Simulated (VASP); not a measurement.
# TaS2 (P-3m1) in VASP: a series of runs, part 2 of 3

VASP 6.6.1. The steps go on from the part before.

**3. Electric field gradients, PBE (equal xx and yy strain of -3 %)**

Input file INCAR:

```
SYSTEM = TaS2
ALGO = Normal
EDIFF = 1E-8
ENCUT = 400
GGA = PE
GGA_COMPAT = .False.
ISIF = 2
ISMEAR = -1
LASPH = .True.
LCHARG = .False.
LEFG = .True.
LREAL = .False.
LWAVE = .False.
NBANDS = 18
NELM = 120
PREC = Accurate
SIGMA = 0.03
```

Input file KPOINTS:

```
k-points
0
Gamma
  9 9 5
  0 0 0
```

Input file POSCAR:

```
TaS2
1.0
    3.2495020570      0.0000000000      0.0000000000
   -1.6247510285      2.8141513310      0.0000000000
    0.0000000000      0.0000000000      5.8600000000
Ta S
1 2
Direct
    0.0000000000      0.0000000000      0.0000000000
    0.3333333333      0.6666666667      0.2500000000
    0.6666666667      0.3333333333      0.7500000000
```

Potentials or basis: VASP PAW PBE potentials, release 64 (Ta_pv, S).

Run with:

```sh
> cat potpaw_PBE.64/Ta_pv/POTCAR potpaw_PBE.64/S/POTCAR > POTCAR
> mpirun -np 1 vasp_std > vasp.out
```

OUTCAR:

```text
SYSTEM = TaS2
   EDIFF = 1E-8
   ENCUT = 400
   GGA = PE
   ISIF = 2
   ISMEAR = -1
   LASPH = .True.
   LREAL = .False.
   NELM = 120
   PREC = Accurate

 ion  position               nearest neighbor table
   1  0.000  0.000  0.000-   2 2.38   3 2.38   2 2.38   3 2.38   3 2.38   2 2.38
   2  0.333  0.667  0.250-   1 2.38   1 2.38   1 2.38
   3  0.667  0.333  0.750-   1 2.38   1 2.38   1 2.38

  LATTYP: Found a hexagonal cell.
 ALAT       =     3.2495020570
 C/A-ratio  =     1.8033532207

  Lattice vectors:

 A1 = (   3.2495020570,   0.0000000000,   0.0000000000)
 A2 = (  -1.6247510285,   2.8141513310,   0.0000000000)
 A3 = (   0.0000000000,   0.0000000000,   5.8600000000)

Analysis of symmetry for initial positions (statically):
=====================================================================
 Subroutine PRICEL returns:
 Original cell was already a primitive cell.

 Routine SETGRP: Setting up the symmetry group for a
 hexagonal supercell.

 Subroutine GETGRP returns: Found 12 space group operations
 (whereof 12 operations were pure point group operations)
 out of a pool of 24 trial point group operations.

The static configuration has the point symmetry D_3d.

Analysis of symmetry for dynamics (positions and initial velocities):
=====================================================================
 Subroutine PRICEL returns:
 Original cell was already a primitive cell.

 Routine SETGRP: Setting up the symmetry group for a
 hexagonal supercell.

 Subroutine GETGRP returns: Found 12 space group operations
 (whereof 12 operations were pure point group operations)
 out of a pool of 24 trial point group operations.

The dynamic configuration has the point symmetry D_3d.

 Subroutine INISYM returns: Found 12 space group operations
 (whereof 12 operations are pure point group operations),
 and found     1 'primitive' translations

----------------------------------------------------------------------------------------

                                     Primitive cell

  volume of cell :      53.5873

  direct lattice vectors                    reciprocal lattice vectors
     3.249502057  0.000000000  0.000000000     0.307739457  0.177673459  0.000000000
    -1.624751028  2.814151331  0.000000000     0.000000000  0.355346917  0.000000000
     0.000000000  0.000000000  5.860000000     0.000000000  0.000000000  0.170648464

  length of vectors
     3.249502057  3.249502057  5.860000000     0.355346917  0.355346917  0.170648464

  position of ions in fractional coordinates (direct lattice)
     0.000000000  0.000000000  0.000000000
     0.333333333  0.666666667  0.250000000
     0.666666667  0.333333333  0.750000000

  ion indices of the primitive-cell ions
   primitive index   ion index
                 1           1
                 2           2
[... 74 lines left out ...]
   LREAL  =      F    real-space projection
   EDIFFG = 0.1E-06   stopping-criterion for IOM
   NSW    =      0    number of steps for IOM
   IBRION =     -1    ionic relax: 0-MD 1-quasi-New 2-CG
   NFREE  =      0    steps in history (QN), initial steepest desc. (CG)
   ISIF   =      2    stress and relaxation
   ISYM   =      2    0-nonsym 1-usesym 2-fastsym
   POTIM  = 0.5000    time-step for ionic-motion
   TEBEG  =    0.0;   TEEND  =   0.0 temperature during run
   PSTRESS=    0.0 pullay stress
   NELECT =      23.0000    total number of electrons
   NUPDOWN=      -1.0000    fix difference up-down
   EMIN   =  10.00;   EMAX   =-10.00  energy-range for DOS
   EFERMI =   0.00;   METHOD = LEGACY
   ISMEAR =    -1;   SIGMA  =   0.03  broadening in eV -4-tet -1-fermi 0-gaus
   EFERMI_NEDOS =   21; number of points for ismear=-14 and -15
   IALGO  =     38    algorithm
   IMIX   =      4    mixing-type and parameters
     AMIX     =   0.40;   BMIX     =  1.00
     AMIX_MAG =   1.60;   BMIX_MAG =  1.00
  volume/ion in A,a.u.               =      17.86       120.54
  Fermi-wavevector in a.u.,A,eV,Ry     =   1.234895  2.333614 20.748429  1.524966
  Thomas-Fermi vector in A             =   2.369567
   LORBIT       =      0    0 simple, 1 ext, 2 COOP (PROOUT), +10 PAW based schemes
   GGA     = PE    functional components
   LHFCALC =     F    Hartree Fock is set to
   AEXX    =    0.0000 exact exchange contribution
   IVDW    =     0    specifies the selected vdW correction
   LEPSILON=     F    determine dielectric tensor
   LRPA    =     F    only Hartree local field effects (RPA)
 non-spin polarized calculation
  energy-cutoff  :      400.00
  volume of cell :       53.59
 maximum number of plane-waves:       988
 NGX is ok and might be reduce to    24
   NGX = 11   NGY = 11   NGZ = 19

 number of electron      22.9999997 magnetization

 Free energy of the ion-electron system (eV)
  ---------------------------------------------------
  ext. energy  EPLUGINS =         0.00000000
  ---------------------------------------------------
  free energy    TOTEN  =       -22.73739403 eV

  energy without entropy =      -22.73235669  energy(sigma->0) =      -22.73487536

 E-fermi :   6.2429     XC(G=0): -10.8036

 val. band max:        6.2162129638   @ k =   0.3333   0.1111   0.0000
 cond. band min:       6.2888324469   @ k =   0.1111   0.1111   0.0000
 fundamental gap:      0.0726194830
 Fermi energy:         6.2429408088

 k-point     1 :       0.0000    0.0000    0.0000
  band No.  band energies     occupation
      1     -28.8368      2.00000
      2     -28.7347      2.00000
      3     -28.7347      2.00000
      4      -9.2613      2.00000
      5      -7.0117      2.00000
      6      -1.1145      2.00000
[... 481 lines left out ...]
      5      -7.0629      2.00000
      6       0.1050      2.00000
[... 10 lines left out ...]
     17      13.3142      0.00000
     18      13.9736      0.00000

 [... further k-points ...]
[... 5 lines left out ...]
  --------------------------------------------------------------------------------------
  -------------------------------------------------------------------------------------
  Total        6.4660997      6.4660997      7.2487424      0.0000000      0.0000000      0.0000000
  in kB      193.3263712    193.3263712    216.7261760      0.0000000      0.0000000      0.0000000
  external PRESSURE =     201.1263061 kB  Pullay stress =       0.0000000 kB

 VOLUME and BASIS-vectors are now :
 -----------------------------------------------------------------------------
  energy-cutoff  :      400.00
  volume of cell :       53.59
      direct lattice vectors                 reciprocal lattice vectors
     3.249502057  0.000000000  0.000000000     0.307739457  0.177673459  0.000000000
    -1.624751028  2.814151331  0.000000000     0.000000000  0.355346917  0.000000000
     0.000000000  0.000000000  5.860000000     0.000000000  0.000000000  0.170648464

 POSITION                                       TOTAL-FORCE (eV/Angst)
 -----------------------------------------------------------------------------------
      0.00000      0.00000      0.00000         0.000000      0.000000     -0.000000
     -0.00000      1.87610      1.46500         0.000000      0.000000      2.208208
      1.62475      0.93805      4.39500        -0.000000      0.000000     -2.208208
 -----------------------------------------------------------------------------------
    total drift:                               -0.000000      0.000000      0.000000

  FREE ENERGIE OF THE ION-ELECTRON SYSTEM (eV)
  ---------------------------------------------------
  free  energy   TOTEN  =       -22.7373940324 eV

  energy  without entropy=      -22.7323566898  energy(sigma->0) =      -22.73487536

 Electric field gradients (V/A^2)
---------------------------------------------------------------------
 ion       V_xx      V_yy      V_zz      V_xy      V_xz      V_yz
---------------------------------------------------------------------
   1      75.799    75.799  -151.598     0.001     0.000    -0.000
   2       7.600     7.600   -15.200     0.001    -0.000     0.000
   3       7.600     7.600   -15.200     0.001    -0.000     0.000
---------------------------------------------------------------------

 Electric field gradients after diagonalization (V/A^2)
 (convention: |V_zz| > |V_xx| > |V_yy|)
----------------------------------------------------------------------
 ion       V_xx      V_yy      V_zz     asymmetry (V_yy - V_xx)/ V_zz
----------------------------------------------------------------------
   1      75.800    75.798  -151.598       0.000
   2       7.601     7.599   -15.200       0.000
   3       7.601     7.599   -15.200       0.000
----------------------------------------------------------------------

           NMR quadrupolar parameters

 Cq : quadrupolar parameter    Cq=e*Q*V_zz/h
 eta: asymmetry parameters     (V_yy - V_xx)/ V_zz
 Q  : nuclear electric quadrupole moment in mb (millibarn)
----------------------------------------------------------------------
 ion       Cq(MHz)       eta       Q (mb)
----------------------------------------------------------------------
   1      -0.367       0.000       1.000
   2      -0.037       0.000       1.000
   3      -0.037       0.000       1.000
----------------------------------------------------------------------
```

It took 80 s on 1 thread of AMD EPYC 7R43 (Zen 3), shared host; peak memory 0.14 GiB.

What came out:

| Property | Result |
| --- | --- |
| Free energy | -22.7374 eV |
| Pressure | 20.1 GPa |
| Largest force | 2.208 eV/Å |

Forces in eV/Å, atoms in the order of the input:
```
Ta   0.000  0.000  0.000
S    0.000  0.000  2.208
S    0.000  0.000 -2.208
```

Electric field gradients, principal values (V/Å²):
```
atom   least  middle  greatest (by size)
1 Ta  75.798  75.800            -151.598
 2 S   7.599   7.601             -15.200
 3 S   7.599   7.601             -15.200
```

Caveat: the cell differs from its parent crystal (equal xx and yy strain of -3 %); without QUAD_EFG the Cq values of the log hold for a quadrupole moment of 1 mb, not for the nuclei; spin-orbit coupling is left out, which moves the levels of the heavy elements; this functional lacks dispersion, which binds the layers, so the pressure and a relaxed spacing across them are unreliable; forces of over 1 eV/Å act on the atoms, so gaps and moduli don't describe the material at rest.

**4. Electric field gradients, PBE (equal xx and yy strain of -3 %)**

Input file INCAR:

```
PREC = Accurate
ENCUT = 400
EDIFF = 1E-8
ISMEAR = -1
SIGMA = 0.03
LREAL = F
LASPH = T
NELM = 120
ALGO = Normal
ISIF = 2
LWAVE = F
LCHARG = F
GGA = PE
LEFG = T
NBANDS = 18
GGA_COMPAT = F
```

Input file KPOINTS:

```
regular mesh
0
Gamma
  9 9 5
```

POSCAR is that of step 3.

Potentials or basis: VASP PAW PBE potentials, release 64 (Ta_pv, S).

Run with:

```sh
> cat potpaw_PBE.64/Ta_pv/POTCAR potpaw_PBE.64/S/POTCAR > POTCAR
> mpirun -np 1 vasp_std > vasp.out
```

OUTCAR:

```text
PREC = Accurate
   ENCUT = 400
   EDIFF = 1E-8
   ISMEAR = -1
   LREAL = F
   LASPH = T
   NELM = 120
   ISIF = 2
   GGA = PE

 ion  position               nearest neighbor table
   1  0.000  0.000  0.000-   2 2.38   3 2.38   2 2.38   3 2.38   3 2.38   2 2.38
   2  0.333  0.667  0.250-   1 2.38   1 2.38   1 2.38
   3  0.667  0.333  0.750-   1 2.38   1 2.38   1 2.38

  LATTYP: Found a hexagonal cell.
 ALAT       =     3.2495020570
 C/A-ratio  =     1.8033532207

  Lattice vectors:

 A1 = (   3.2495020570,   0.0000000000,   0.0000000000)
 A2 = (  -1.6247510285,   2.8141513310,   0.0000000000)
 A3 = (   0.0000000000,   0.0000000000,   5.8600000000)

Analysis of symmetry for initial positions (statically):
=====================================================================
 Subroutine PRICEL returns:
 Original cell was already a primitive cell.

 Routine SETGRP: Setting up the symmetry group for a
 hexagonal supercell.

[... 699 lines left out ...]

 POSITION                                       TOTAL-FORCE (eV/Angst)
 -----------------------------------------------------------------------------------
      0.00000      0.00000      0.00000         0.000000      0.000000     -0.000000
     -0.00000      1.87610      1.46500         0.000000      0.000000      2.208208
      1.62475      0.93805      4.39500        -0.000000      0.000000     -2.208208
 -----------------------------------------------------------------------------------
    total drift:                               -0.000000      0.000000      0.000000

  FREE ENERGIE OF THE ION-ELECTRON SYSTEM (eV)
  ---------------------------------------------------
  free  energy   TOTEN  =       -22.7373940324 eV

  energy  without entropy=      -22.7323566898  energy(sigma->0) =      -22.73487536

 Electric field gradients (V/A^2)
---------------------------------------------------------------------
 ion       V_xx      V_yy      V_zz      V_xy      V_xz      V_yz
---------------------------------------------------------------------
   1      75.799    75.799  -151.598     0.001     0.000    -0.000
   2       7.600     7.600   -15.200     0.001    -0.000     0.000
   3       7.600     7.600   -15.200     0.001    -0.000     0.000
---------------------------------------------------------------------

 Electric field gradients after diagonalization (V/A^2)
 (convention: |V_zz| > |V_xx| > |V_yy|)
----------------------------------------------------------------------
 ion       V_xx      V_yy      V_zz     asymmetry (V_yy - V_xx)/ V_zz
----------------------------------------------------------------------
   1      75.800    75.798  -151.598       0.000
   2       7.601     7.599   -15.200       0.000
   3       7.601     7.599   -15.200       0.000
----------------------------------------------------------------------

           NMR quadrupolar parameters

 Cq : quadrupolar parameter    Cq=e*Q*V_zz/h
 eta: asymmetry parameters     (V_yy - V_xx)/ V_zz
 Q  : nuclear electric quadrupole moment in mb (millibarn)
----------------------------------------------------------------------
 ion       Cq(MHz)       eta       Q (mb)
----------------------------------------------------------------------
   1      -0.367       0.000       1.000
   2      -0.037       0.000       1.000
   3      -0.037       0.000       1.000
----------------------------------------------------------------------
```

OSZICAR:

```text
N       E                     dE             d eps       ncg     rms          rms(c)
DAV:   1     0.133163470664E+03    0.13316E+03   -0.10131E+04  1800   0.954E+02
DAV:   2    -0.185303995878E+02   -0.15169E+03   -0.14855E+03  2376   0.268E+02
DAV:   3    -0.240474227934E+02   -0.55170E+01   -0.54806E+01  2326   0.503E+01
DAV:   4    -0.241047295502E+02   -0.57307E-01   -0.57269E-01  2360   0.561E+00
DAV:   5    -0.241056655741E+02   -0.93602E-03   -0.93594E-03  2370   0.692E-01    0.239E+01
DAV:   6    -0.228570467338E+02    0.12486E+01   -0.43666E+00  2084   0.134E+01    0.123E+01
DAV:   7    -0.227444765683E+02    0.11257E+00   -0.68029E-01  2010   0.489E+00    0.440E+00
DAV:   8    -0.227409485825E+02    0.35280E-02   -0.12996E-01  2222   0.219E+00    0.152E+00
DAV:   9    -0.227378807197E+02    0.30679E-02   -0.69490E-03  2298   0.594E-01    0.620E-01
DAV:  10    -0.227373269517E+02    0.55377E-03   -0.49507E-03  2082   0.420E-01    0.126E-01
DAV:  11    -0.227373834092E+02   -0.56457E-04   -0.47813E-04  1964   0.135E-01    0.379E-02
DAV:  12    -0.227373882373E+02   -0.48281E-05   -0.39484E-05  2288   0.433E-02    0.175E-02
DAV:  13    -0.227373938914E+02   -0.56541E-05   -0.10159E-05  2230   0.228E-02    0.605E-03
DAV:  14    -0.227373939163E+02   -0.24918E-07   -0.98016E-07  2204   0.670E-03    0.275E-03
DAV:  15    -0.227373940249E+02   -0.10860E-06   -0.28565E-07  2072   0.332E-03    0.727E-04
DAV:  16    -0.227373940677E+02   -0.42808E-07   -0.13758E-08  1876   0.839E-04    0.321E-04
DAV:  17    -0.227373940340E+02    0.33763E-07   -0.14398E-09  1150   0.271E-04    0.284E-04
DAV:  18    -0.227373940324E+02    0.15950E-08   -0.40478E-10  1028   0.134E-04
   1 F= -.22737394E+02 E0= -.22734875E+02  d E =-.503734E-02
```

Run time: 80 s. Hardware: 1 thread of AMD EPYC 7R43 (Zen 3), shared host; peak memory 0.14 GiB.

What came out:

* Free energy: -22.7374 eV
* Pressure: 20.1 GPa
* Largest force: 2.208 eV/Å

Forces in eV/Å, atoms in the order of the input:
```
Ta   0.000  0.000  0.000
S    0.000  0.000  2.208
S    0.000  0.000 -2.208
```

Electric field gradients, principal values (V/Å²):
```csv
atom,least,middle,greatest (by size)
1 Ta,75.798,75.800,-151.598
2 S,7.599,7.601,-15.200
3 S,7.599,7.601,-15.200
```

Caveat: the cell differs from its parent crystal (equal xx and yy strain of -3 %); without QUAD_EFG the Cq values of the log hold for a quadrupole moment of 1 mb, not for the nuclei; spin-orbit coupling is left out, which moves the levels of the heavy elements; this functional lacks dispersion, which binds the layers, so the pressure and a relaxed spacing across them are unreliable; forces of over 1 eV/Å act on the atoms, so gaps and moduli don't describe the material at rest.

[end of part 2 of 3]
